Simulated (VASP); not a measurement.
Runs of VASP 6.6.1 on SiO2. The structure is that of space group P4_2/mnm (No. 136), or close to it. The cells are those of the table. 

```tsv
cell	gap on the mesh (eV)	pressure (GPa)	largest force (eV/Å)
a = 4.279, b = 4.279, c = 2.730 Å, 6 atoms	4.37	-22.7	0.45
a = 4.312, b = 4.312, c = 2.751 Å, 6 atoms	(b)	-27.9	0.58
a = 4.177, b = 4.177, c = 2.665 Å, 6 atoms	5.62	-2.6	-
a = 4.246, b = 4.246, c = 2.709 Å, 6 atoms	4.77	(a)	0.31
a = 4.212, b = 4.212, c = 2.687 Å, 6 atoms	5.18	-10.2	0.17
```

Alike in all rows: task single point; level LDA; potentials or basis VASP PAW LDA potentials, release 64 (Si, O); no spin polarisation; k mesh 6 × 6 × 8; cutoff (eV) 520; smearing gaussian 0.01 eV.

Problem. Estimate the missing entries.

Solution. (a) -16.9; (b) 3.99.

Caveats: the cell stands under tension (at least some runs).

A k mesh can miss the band edges.
